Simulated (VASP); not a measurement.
Wanted: the native input for a VASP 6.6.1 run.

```yaml
Task: single point
Functional: PBEsol
Potentials_or_basis: VASP PAW PBE potentials, release 64 (Hf_pv, N)
Cutoff: 520 eV
k_mesh: 16 × 16 × 16
Occupations: gaussian, width 0.1 eV
Spin: no spin polarisation
Dipole_correction: no
Further_INCAR_settings: ALGO = Normal; EDIFF = 1e-06; NBANDS = 14
```

The structure of HfN lies in POSCAR:

```
HfN
1.0
    0.0000000000      2.2507717147      2.2507717147
    2.2507717147      0.0000000000      2.2507717147
    2.2507717147      2.2507717147      0.0000000000
Hf N
1 1
Direct
    0.0000000000      0.0000000000      0.0000000000
    0.5000000000      0.5000000000      0.5000000000
```

The input as run:

INCAR

```
SYSTEM = HfN
ALGO     = Normal         ! electronic algorithm
EDIFF    = 1E-6           ! SCF threshold, eV
ENCUT    = 520            ! plane-wave cutoff, eV
GGA      = PS             ! functional
ISIF     = 2              ! what is computed and relaxed
ISMEAR   = 0              ! smearing method
LASPH    = .TRUE.         ! aspherical terms in the spheres
LCHARG   = .TRUE.         ! write CHGCAR
LELF     = .TRUE.         ! ELF
LREAL    = .FALSE.        ! projectors in reciprocal space
LVHAR    = .TRUE.       
LWAVE    = .FALSE.        ! write WAVECAR
NBANDS   = 14             ! bands
NELM     = 100            ! most SCF steps
PREC     = Accurate       ! precision mode
SIGMA    = 0.1            ! smearing width, eV
```

KPOINTS

```
k-points
0
G
  16 16 16
  0 0 0
```

Potentials or basis: VASP PAW PBE potentials, release 64 (Hf_pv, N).

The run is started by

```sh
$ cat potpaw_PBE.64/Hf_pv/POTCAR potpaw_PBE.64/N/POTCAR > POTCAR
$ mpirun -np 1 vasp_std > vasp.out
```

It gave:

```
Pressure : -2.2 GPa
```

Caveat: the PAW data sets were made with another functional, which shifts forces and pressure a little.

Run time: 26 s on 1 thread of Intel(R) Xeon(R) 6975P-C (Granite Rapids), with other jobs on the host, peak memory 0.17 GiB.
